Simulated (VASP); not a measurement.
Write the native input for VASP 6.6.1 that does the following.

* Task: relaxation of cell and atoms
* Functional: PBEsol
* Potentials or basis: VASP PAW PBE potentials, release 64 (Co)
* Cutoff: 600 eV
* k mesh: 9 × 9 × 4
* Occupations: gaussian, width 0.1 eV
* Spin: collinear spin, ferromagnetic start
* Starting moments: [1.78, 1.78] μB
* Dipole correction: no
* Further INCAR settings: ALGO = Normal; EDIFF = 1e-07; IBRION = 2; EDIFFG = -0.04; NSW = 90; ISIF = 3

The structure of Co lies in POSCAR:

```
Co
1.0
    2.4719999032      0.0000000000      0.0000000000
   -1.2359999516      2.1408147143      0.0000000000
    0.0000000000      0.0000000000      4.0211440800
Co
2
Direct
    0.3333333300      0.6666666700      0.2500000000
    0.6666666700      0.3333333300      0.7500000000
```

One way to write it, as run:

INCAR

```
PREC = Accurate
ENCUT = 600
EDIFF = 1E-7
ISMEAR = 0
SIGMA = 0.1
LREAL = False
LASPH = True
NELM = 150
ALGO = Normal
ISIF = 3
LWAVE = False
LCHARG = False
ISPIN = 2
MAGMOM = 1.78 1.78
LORBIT = 11
LMAXMIX = 4
GGA = PS
IBRION = 2
NSW = 90
EDIFFG = -0.04
```

KPOINTS

```
regular mesh
0
Gamma
  9 9 4
```

Potentials or basis: VASP PAW PBE potentials, release 64 (Co).

Launch:

```console
$ cat potpaw_PBE.64/Co/POTCAR > POTCAR
$ mpirun -np 1 vasp_std > vasp.out
```

It gave:

| Property | Result |
| --- | --- |
| Relaxed volume | 10.27 Å³/atom |
| Relaxed cell | a = 2.448 Å, b = 2.448 Å, c = 3.956 Å, α = 90.00°, β = 90.00°, γ = 120.00° |
| Space group after relaxing (to 0.1 Å) | P6_3/mmc (No. 194) |
| Energy gained by relaxing | 9.1 meV/atom |
| Ionic steps | 5 |
| Pressure after relaxing | 0.2 GPa |
| Net moment | 2.99 μB per cell |
| Site moments | Co +1.50 μB |
| Valence electrons inside the program's atomic spheres | Co 8.38 |

Caveat: the k points lie up to 0.40 Å⁻¹ apart in the final cell; the PAW data sets were made with another functional, which shifts forces and pressure a little.

Wall time 48 s on 1 thread of Intel(R) Xeon(R) 6975P-C (Granite Rapids) (shared host), peak memory 0.16 GiB.
